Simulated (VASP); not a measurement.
A run of VASP 6.6.1:

File INCAR:

```
SYSTEM = Al
PREC = Accurate ; ENCUT = 520
EDIFF = 1E-6 ; ISMEAR = -1
SIGMA = 0.1 ; LREAL = .FALSE.
LASPH = .TRUE. ; NELM = 100
ALGO = Normal ; ISIF = 2
LWAVE = .FALSE. ; LCHARG = .TRUE.
GGA = B5 ; ALDAX = 1.0
AGGAX = 1.0 ; AGGAC = 1.0
ALDAC = 0.0 ; LELF = .TRUE.
LVHAR = .TRUE. ; NBANDS = 12
```

KPOINTS

```
Automatic mesh
0
G
  9 9 12
  0 0 0
```

POSCAR

```
Al
1.0
    4.8550614792      0.0000000000      0.0000000000
   -2.4275307396      4.2046065779      0.0000000000
    0.0000000000      0.0000000000      3.0440982852
Al
3
Direct
    0.0000000000      1.0000000000      0.0000000000
    0.3333333333      0.6666666667      0.5000000000
    0.6666666667      0.3333333333      0.5000000000
```

Potentials or basis: VASP PAW PBE potentials, release 64 (Al).

Run with:

```console
$ cat potpaw_PBE.64/Al/POTCAR > POTCAR
$ mpirun -np 1 vasp_std > vasp.out
```

Hardware: 1 thread of Intel Xeon 6975P-C, with other jobs on the host.

**Question.** Estimate the wall time of this run.

**Answer.** It took 33 s on 1 thread of Intel Xeon 6975P-C, on a shared host, peak memory 0.2 GiB. Counts: scf iterations 11, k points 84.
